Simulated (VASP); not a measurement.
# Tl2Re (P4_2/mnm) in VASP: a series of runs

The runs below take Tl2Re through relaxation of cell and atoms, single point, with PBE.

All numbers are computed with VASP 6.6.1; they aren't measurements. Logs are shortened: lines on timing, memory, paths and dates and some standing lists are left out, and cuts for length are marked.

## (1) The cell of the first run

It takes space group P4_2/mnm (No. 136, tetragonal). Conventional cell: a = 7.376 Å, b = 7.376 Å, c = 2.923 Å, α = 90.00°, β = 90.00°, γ = 90.00°. Tl (site symmetry m2m) has 3 Re at 2.76 to 2.86 Å and 2 Tl at 2.92 Å within 3.6 Å. Re (site symmetry mmm) has 6 Tl at 2.76 to 2.86 Å and 2 Re at 2.92 Å within 3.6 Å.

## (2) Relaxation of cell and atoms, PBE

File INCAR:

```
SYSTEM = Tl2Re
PREC = Accurate
ENCUT = 600
EDIFF = 1E-6
ISMEAR = 0
SIGMA = 0.1
LREAL = .FALSE.
LASPH = .TRUE.
NELM = 100
ALGO = Fast
ISIF = 3
LWAVE = .FALSE.
LCHARG = .FALSE.
GGA = PE
IBRION = 2
NSW = 90
EDIFFG = -0.04
```

File KPOINTS:

```
Automatic mesh
0
G
  4 4 6
  0 0 0
```

File POSCAR:

```
Tl2Re
1.0
    7.3757509261      0.0000000000      0.0000000000
    0.0000000000      7.3757509261      0.0000000000
    0.0000000000      0.0000000000      2.9227907620
Tl Re
4 2
Direct
    0.2644598491      0.2644598491      0.0000000000
    0.2355401509      0.7644598491      0.5000000000
    0.7355401509      0.7355401509      0.0000000000
    0.7644598491      0.2355401509      0.5000000000
    0.0000000000      0.0000000000      0.0000000000
    0.5000000000      0.5000000000      0.5000000000
```

Potentials or basis: VASP PAW PBE potentials, release 64 (Tl_d, Re).

Command:

```sh
$ cat potpaw_PBE.64/Tl_d/POTCAR potpaw_PBE.64/Re/POTCAR > POTCAR
$ mpirun -np 1 vasp_std > vasp.out
```

OUTCAR:

```text
SYSTEM = Tl2Re
   PREC = Accurate
   ENCUT = 600
   EDIFF = 1E-6
   ISMEAR = 0
   LREAL = .FALSE.
   LASPH = .TRUE.
   NELM = 100
   ISIF = 3
   GGA = PE
   IBRION = 2
   NSW = 90
   EDIFFG = -0.04

 ion  position               nearest neighbor table
   1  0.264  0.264  0.000-   5 2.76   6 2.86   6 2.86   4 3.97   2 3.97   4 3.97   2 3.97   2 3.97
                             2 3.97   4 3.97   4 3.97
   2  0.236  0.764  0.500-   6 2.76   5 2.86   5 2.86   3 3.97   1 3.97   3 3.97   1 3.97   1 3.97
                             1 3.97   3 3.97   3 3.97
   3  0.736  0.736  0.000-   5 2.76   6 2.86   6 2.86   4 3.97   2 3.97   4 3.97   2 3.97   4 3.97
                             4 3.97   2 3.97   2 3.97
   4  0.764  0.236  0.500-   6 2.76   5 2.86   5 2.86   3 3.97   1 3.97   3 3.97   1 3.97   3 3.97
                             3 3.97   1 3.97   1 3.97
   5  0.000  0.000  0.000-   1 2.76   3 2.76   2 2.86   4 2.86   2 2.86   4 2.86
   6  0.500  0.500  0.500-   2 2.76   4 2.76   3 2.86   1 2.86   1 2.86   3 2.86

  LATTYP: Found a simple tetragonal cell.
 ALAT       =     7.3757509261
 C/A-ratio  =     0.3962702634

  Lattice vectors:

 A1 = (   7.3757509261,   0.0000000000,   0.0000000000)
 A2 = (   0.0000000000,   7.3757509261,   0.0000000000)
 A3 = (   0.0000000000,   0.0000000000,   2.9227907620)

Analysis of symmetry for initial positions (statically):
=====================================================================
 Subroutine PRICEL returns:
 Original cell was already a primitive cell.

 Routine SETGRP: Setting up the symmetry group for a
 simple tetragonal supercell.

 Subroutine GETGRP returns: Found 16 space group operations
 (whereof  8 operations were pure point group operations)
 out of a pool of 16 trial point group operations.

The static configuration has the point symmetry D_2h.
 The point group associated with its full space group is D_4h.

Analysis of symmetry for dynamics (positions and initial velocities):
=====================================================================
 Subroutine PRICEL returns:
 Original cell was already a primitive cell.

 Routine SETGRP: Setting up the symmetry group for a
 simple tetragonal supercell.

 Subroutine GETGRP returns: Found 16 space group operations
 (whereof  8 operations were pure point group operations)
 out of a pool of 16 trial point group operations.

The dynamic configuration has the point symmetry D_2h.
 The point group associated with its full space group is D_4h.

 Subroutine INISYM returns: Found 16 space group operations
 (whereof  8 operations are pure point group operations),
 and found     1 'primitive' translations

----------------------------------------------------------------------------------------

                                     Primitive cell

  volume of cell :     159.0048

  direct lattice vectors                    reciprocal lattice vectors
     7.375750926  0.000000000  0.000000000     0.135579416  0.000000000  0.000000000
     0.000000000  7.375750926  0.000000000     0.000000000  0.135579416  0.000000000
     0.000000000  0.000000000  2.922790762     0.000000000  0.000000000  0.342138758

  length of vectors
     7.375750926  7.375750926  2.922790762     0.135579416  0.135579416  0.342138758

  position of ions in fractional coordinates (direct lattice)
     0.264459849  0.264459849  0.000000000
     0.235540151  0.764459849  0.500000000
     0.735540151  0.735540151  0.000000000
     0.764459849  0.235540151  0.500000000
     0.000000000  0.000000000  0.000000000
     0.500000000  0.500000000  0.500000000

  ion indices of the primitive-cell ions
   primitive index   ion index
                 1           1
                 2           2
                 3           3
                 4           4
                 5           5
                 6           6

----------------------------------------------------------------------------------------

 KPOINTS: Automatic mesh

Automatic generation of k-mesh.
 Grid dimensions read from file:
 generate k-points for:    4    4    6

 Generating k-lattice:

  Cartesian coordinates                     Fractional coordinates (reciprocal lattice)
     0.033894854  0.000000000  0.000000000     0.250000000  0.000000000  0.000000000
     0.000000000  0.033894854  0.000000000     0.000000000  0.250000000  0.000000000
     0.000000000  0.000000000  0.057023126     0.000000000  0.000000000  0.166666667

  Length of vectors
     0.033894854  0.033894854  0.057023126

  Shift w.r.t. Gamma in fractional coordinates (k-lattice)
[... 36 lines left out ...]
   dimension x,y,z NGX =    60 NGY =   60 NGZ =   24
   dimension x,y,z NGXF=   120 NGYF=  120 NGZF=   48
   ions per type =               4   2
   NGX,Y,Z   is equivalent  to a cutoff of  13.52, 13.52, 13.65 a.u.
   NGXF,Y,Z  is equivalent  to a cutoff of  27.05, 27.05, 27.30 a.u.
 SYSTEM =  Tl2Re
   PREC   = accura    normal or accurate (medium, high low for compatibility)
   ISTART =      0    job   : 0-new  1-cont  2-samecut
   ICHARG =      2    charge: 1-file 2-atom 10-const
   ISPIN  =      1    spin polarized calculation?
   LNONCOLLINEAR =      F non collinear calculations
   LSORBIT =      F    spin-orbit coupling
   LASPH  =      T    aspherical Exc in radial PAW
   ENCUT  =  600.0 eV  44.10 Ry    6.64 a.u.  14.73 14.73  5.84*2*pi/ulx,y,z
   NELM   =    100;   NELMIN=  2; NELMDL= -5     # of ELM steps
   EDIFF  = 0.1E-05   stopping-criterion for ELM
   LREAL  =      F    real-space projection
   EDIFFG = -.4E-01   stopping-criterion for IOM
   NSW    =     90    number of steps for IOM
   IBRION =      2    ionic relax: 0-MD 1-quasi-New 2-CG
   NFREE  =      1    steps in history (QN), initial steepest desc. (CG)
   ISIF   =      3    stress and relaxation
   ISYM   =      2    0-nonsym 1-usesym 2-fastsym
   POTIM  = 0.5000    time-step for ionic-motion
   TEBEG  =    0.0;   TEEND  =   0.0 temperature during run
   PSTRESS=    0.0 pullay stress
   NELECT =      66.0000    total number of electrons
   NUPDOWN=      -1.0000    fix difference up-down
   EMIN   =  10.00;   EMAX   =-10.00  energy-range for DOS
   EFERMI =   0.00;   METHOD = LEGACY
   ISMEAR =     0;   SIGMA  =   0.10  broadening in eV -4-tet -1-fermi 0-gaus
   EFERMI_NEDOS =   21; number of points for ismear=-14 and -15
   IALGO  =     68    algorithm
   IMIX   =      4    mixing-type and parameters
     AMIX     =   0.40;   BMIX     =  1.00
     AMIX_MAG =   1.60;   BMIX_MAG =  1.00
  volume/ion in A,a.u.               =      26.50       178.84
  Fermi-wavevector in a.u.,A,eV,Ry     =   1.221198  2.307730 20.290701  1.491324
  Thomas-Fermi vector in A             =   2.356389
   LORBIT       =      0    0 simple, 1 ext, 2 COOP (PROOUT), +10 PAW based schemes
   GGA     = PE    functional components
   LHFCALC =     F    Hartree Fock is set to
   AEXX    =    0.0000 exact exchange contribution
   IVDW    =     0    specifies the selected vdW correction
   LEPSILON=     F    determine dielectric tensor
   LRPA    =     F    only Hartree local field effects (RPA)
 conjugate gradient relaxation of ions
 non-spin polarized calculation
 RMM-DIIS sequential band-by-band and
 Gauss-broadening in eV      SIGMA  =   0.10
  energy-cutoff  :      600.00
  volume of cell :      159.00
 maximum number of plane-waves:      5336
 NGX is ok and might be reduce to    60
   NGX = 29   NGY = 29   NGZ = 11

--------------------------------------- Ionic step        1  -------------------------------------------

 number of electron      66.0000000 magnetization

 Free energy of the ion-electron system (eV)
  ---------------------------------------------------
  ext. energy  EPLUGINS =         0.00000000
  ---------------------------------------------------
  free energy    TOTEN  =       -28.25465640 eV

  energy without entropy =      -28.24446764  energy(sigma->0) =      -28.24956202

------------------------ aborting loop because EDIFF is reached ----------------------------------------

  FORCE on cell =-STRESS in cart. coord.  units (eV):
  Direction    XX          YY          ZZ          XY          YZ          ZX
  --------------------------------------------------------------------------------------
  -------------------------------------------------------------------------------------
  Total        0.0974516      0.0974516      0.1629978      0.0000000      0.0000000      0.0000000
  in kB        0.9819503      0.9819503      1.6424120      0.0000000      0.0000000      0.0000000
  external PRESSURE =       1.2021042 kB  Pullay stress =       0.0000000 kB

 VOLUME and BASIS-vectors are now :
 -----------------------------------------------------------------------------
  energy-cutoff  :      600.00
  volume of cell :      159.00
      direct lattice vectors                 reciprocal lattice vectors
     7.375750926  0.000000000  0.000000000     0.135579416  0.000000000  0.000000000
     0.000000000  7.375750926  0.000000000     0.000000000  0.135579416  0.000000000
     0.000000000  0.000000000  2.922790762     0.000000000  0.000000000  0.342138758

 POSITION                                       TOTAL-FORCE (eV/Angst)
 -----------------------------------------------------------------------------------
      1.95059      1.95059      0.00000         0.035302      0.035302     -0.000000
      1.73729      5.63847      1.46140        -0.035302      0.035302     -0.000000
      5.42516      5.42516      0.00000        -0.035302     -0.035302      0.000000
      5.63847      1.73729      1.46140         0.035302     -0.035302      0.000000
      0.00000      0.00000      0.00000         0.000000      0.000000     -0.000000
      3.68788      3.68788      1.46140         0.000000      0.000000     -0.000000
 -----------------------------------------------------------------------------------
    total drift:                                0.000000      0.000000     -0.000000

  FREE ENERGIE OF THE ION-ELECTRON SYSTEM (eV)
  ---------------------------------------------------
  free  energy   TOTEN  =       -28.2546563990 eV

  energy  without entropy=      -28.2444676365  energy(sigma->0) =      -28.24956202

--------------------------------------- Ionic step        2  -------------------------------------------

 number of electron      65.9999997 magnetization

 Free energy of the ion-electron system (eV)
  ---------------------------------------------------
  ext. energy  EPLUGINS =         0.00000000
  ---------------------------------------------------
  free energy    TOTEN  =       -28.25503120 eV

  energy without entropy =      -28.24488643  energy(sigma->0) =      -28.24995882

 E-fermi :   5.5308     XC(G=0): -10.1978

 val. band max:        5.4496335647   @ k =   0.0000   0.0000   0.3333
 cond. band min:       5.5345264382   @ k =   0.5000   0.5000   0.5000
 fundamental gap:      0.0848928735
 Fermi energy:         5.5307948563

 k-point     1 :       0.0000    0.0000    0.0000
  band No.  band energies     occupation
      1      -6.7342      2.00000
      2      -6.6827      2.00000
      3      -6.6827      2.00000
      4      -6.6784      2.00000
      5      -6.0795      2.00000
      6      -5.9547      2.00000
[... 997 lines left out ...]
     38       8.3952      0.00000
     39       9.9221      0.00000

------------------------ aborting loop because EDIFF is reached ----------------------------------------

  FORCE on cell =-STRESS in cart. coord.  units (eV):
  Direction    XX          YY          ZZ          XY          YZ          ZX
  --------------------------------------------------------------------------------------
  -------------------------------------------------------------------------------------
  Total       -0.1273598     -0.1273598     -0.1345597     -0.0000000      0.0000000      0.0000000
  in kB       -1.2796277     -1.2796277     -1.3519673     -0.0000000      0.0000000      0.0000000
  external PRESSURE =      -1.3037409 kB  Pullay stress =       0.0000000 kB

 VOLUME and BASIS-vectors are now :
 -----------------------------------------------------------------------------
  energy-cutoff  :      600.00
  volume of cell :      159.46
      direct lattice vectors                 reciprocal lattice vectors
     7.381530227  0.000000000  0.000000000     0.135473265 -0.000000000  0.000000000
     0.000000000  7.381530227  0.000000000     0.000000000  0.135473265  0.000000000
     0.000000000  0.000000000  2.926621297     0.000000000  0.000000000  0.341690946

 POSITION                                       TOTAL-FORCE (eV/Angst)
 -----------------------------------------------------------------------------------
      1.95382      1.95382      2.92662         0.015933      0.015933      0.000000
      1.73694      5.64459      1.46331        -0.015933      0.015933      0.000000
      5.42771      5.42771      0.00000        -0.015933     -0.015933     -0.000000
      5.64459      1.73694      1.46331         0.015933     -0.015933     -0.000000
      0.00000      0.00000      2.92662         0.000000     -0.000000      0.000000
      3.69077      3.69077      1.46331        -0.000000     -0.000000      0.000000
 -----------------------------------------------------------------------------------
    total drift:                               -0.000000     -0.000000      0.000000

  FREE ENERGIE OF THE ION-ELECTRON SYSTEM (eV)
  ---------------------------------------------------
  free  energy   TOTEN  =       -28.2550312035 eV

  energy  without entropy=      -28.2448864279  energy(sigma->0) =      -28.24995882

 reached required accuracy - stopping structural energy minimisation
```

It took 2.8 min on 1 thread of Intel Xeon 6975P-C (Granite Rapids), shared host; peak memory 0.39 GiB.

Results:

- Free energy: -28.2550 eV
- Relaxed volume: 26.58 Å³/atom
- Relaxed cell: a = 7.382 Å, b = 7.382 Å, c = 2.927 Å, α = 90.00°, β = 90.00°, γ = 90.00°
- Space group after relaxing (to 0.1 Å): P4_2/mnm (No. 136)
- Energy gained by relaxing: 0.1 meV/atom
- Ionic steps: 2
- Pressure after relaxing: -0.1 GPa
- Largest force after relaxing: 0.023 eV/Å
- Band gap on the k mesh: zero (bands 33 and 34 overlap by 1.40 eV)

Forces in eV/Å, atoms in the order of the input:
```
Tl   0.016  0.016  0.000
Tl  -0.016  0.016  0.000
Tl  -0.016 -0.016  0.000
Tl   0.016 -0.016  0.000
Re   0.000  0.000  0.000
Re   0.000  0.000  0.000
```

The path:
```tsv
step	energy change (eV)	largest force (eV/Å)	pressure (GPa)	volume (Å³)
1	0.0000	0.0499	0.12	159.00
2	-0.0004	0.0225	-0.13	159.46
```

Final structure:
```xyz
6
Lattice="7.3815 0.0000 0.0000 0.0000 7.3815 0.0000 0.0000 0.0000 2.9266" Properties=species:S:1:pos:R:3 pbc="T T T"
Tl    1.9538    1.9538    2.9266
Tl    1.7369    5.6446    1.4633
Tl    5.4277    5.4277    0.0000
Tl    5.6446    1.7369    1.4633
Re    0.0000    0.0000    2.9266
Re    3.6908    3.6908    1.4633
```

Caveat: spin-orbit coupling is left out, which moves the levels of the heavy elements.

## (3) Single point, PBE

File INCAR:

```
SYSTEM = Tl2Re
ALGO     = Fast           ! electronic algorithm
EDIFF    = 1E-6           ! SCF threshold, eV
ENCUT    = 520            ! plane-wave cutoff, eV
GGA      = PE             ! functional
ISIF     = 2              ! what is computed and relaxed
ISMEAR   = 0              ! smearing method
LASPH    = .TRUE.         ! aspherical terms in the spheres
LCHARG   = .TRUE.         ! write CHGCAR
LELF     = .TRUE.         ! ELF
LREAL    = .FALSE.        ! projectors in reciprocal space
LVHAR    = .TRUE.       
LWAVE    = .FALSE.        ! write WAVECAR
NBANDS   = 42             ! bands
NELM     = 60             ! most SCF steps
PREC     = Accurate       ! precision mode
SIGMA    = 0.1            ! smearing width, eV
```

File KPOINTS:

```
k-points
0
G
  6 6 12
  0 0 0
```

File POSCAR:

```
Tl2Re
1.0
    7.3778016497      0.0000000000      0.0000000000
    0.0000000000      7.3778016497      0.0000000000
    0.0000000000      0.0000000000      2.9264949641
Tl Re
4 2
Direct
    0.2646184200      0.2646184200      0.0000000000
    0.2353815800      0.7646184200      0.5000000000
    0.7353815800      0.7353815800      0.0000000000
    0.7646184200      0.2353815800      0.5000000000
    0.0000000000      0.0000000000      0.0000000000
    0.5000000000      0.5000000000      0.5000000000
```

Potentials or basis: VASP PAW PBE potentials, release 64 (Tl_d, Re).

Command:

```sh
$ cat potpaw_PBE.64/Tl_d/POTCAR potpaw_PBE.64/Re/POTCAR > POTCAR
$ mpirun -np 1 vasp_std > vasp.out
```

Wall time 4.8 min (1 thread of Intel Xeon 6975P-C (Granite Rapids), shared host); peak memory 0.52 GiB.

Results (log left out):

- Free energy: -28.2317 eV
- Pressure: -0.2 GPa
- Band gap on the k mesh: zero (bands 33 and 34 overlap by 1.42 eV)

Levels at points of the mesh, in eV from the Fermi level:
| k point | band 30 | band 31 | band 32 | band 33 | band 34 | band 35 | band 36 | band 37 |
| --- | --- | --- | --- | --- | --- | --- | --- | --- |
| (0.00, 0.00, 0.00) | -1.53 | -1.53 | -0.52 | 0.89 | 0.89 | 1.14 | 1.29 | 1.29 |
| (0.50, 0.00, 0.00) | -1.62 | -1.39 | -1.39 | 0.99 | 0.99 | 1.18 | 1.18 | 1.44 |
| (0.50, 0.50, 0.00) | -1.64 | -0.39 | -0.39 | 0.79 | 0.79 | 0.89 | 0.89 | 1.28 |
| (0.00, 0.00, 0.50) | -0.67 | -0.65 | -0.65 | -0.39 | -0.39 | 0.06 | 0.06 | 2.63 |
| (0.50, 0.00, 0.50) | -1.13 | -1.03 | -1.03 | -0.31 | -0.31 | 1.77 | 1.77 | 2.63 |
| (0.50, 0.50, 0.50) | -0.76 | -0.45 | -0.45 | -0.33 | -0.33 | 0.03 | 0.03 | 2.90 |

Caveat: spin-orbit coupling is left out, which moves the levels of the heavy elements.

The gap in the log of VASP goes by the Fermi energy; the results here count the filled bands.